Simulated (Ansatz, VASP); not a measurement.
## One calculation of Zn, two programs

```
CELL_PARAMETERS angstrom
2.72873 0.01788 -0.01737
-1.34888 2.33632 0.03477
-0.03225 0.05590 5.19458
ATOMIC_POSITIONS crystal
Zn 0.35933 0.67967 0.25000
Zn 0.64067 0.32033 0.75000
```

Alike in both runs: task single point; functional PBE; k mesh 16 × 16 × 8; occupations gaussian, width 0.1 eV; no spin polarisation.

|  | VASP | Ansatz |
| --- | --- | --- |
| version | VASP 6.6.1 | Ansatz 0.2.0 |
| potentials or method | VASP PAW PBE potentials, release 64 (Zn), cutoff 520 eV | scalar-relativistic, plane waves, PAW |
| valence electrons in the cell | 24 | 24 |

VASP gave:

```
gap on the k mesh at the Fermi level (eV)                     : none
pressure (GPa)                                                : -4.3
traceless stress, the component that is largest in VASP (GPa) : -0.84
rms of the force components (eV/Å)                            : 0.016
```

Which values does Ansatz return?

gap on the k mesh at the Fermi level (eV): none; pressure (GPa): -4.9; traceless stress, the component that is largest in VASP (GPa): -0.84; rms of the force components (eV/Å): 0.015.

Atom by atom the forces differ by 0.001 eV/Å (rms over components). A gap of «none» marks a metal or a gap that the smearing closes. Ansatz's warnings: near symmetry operations not taken.
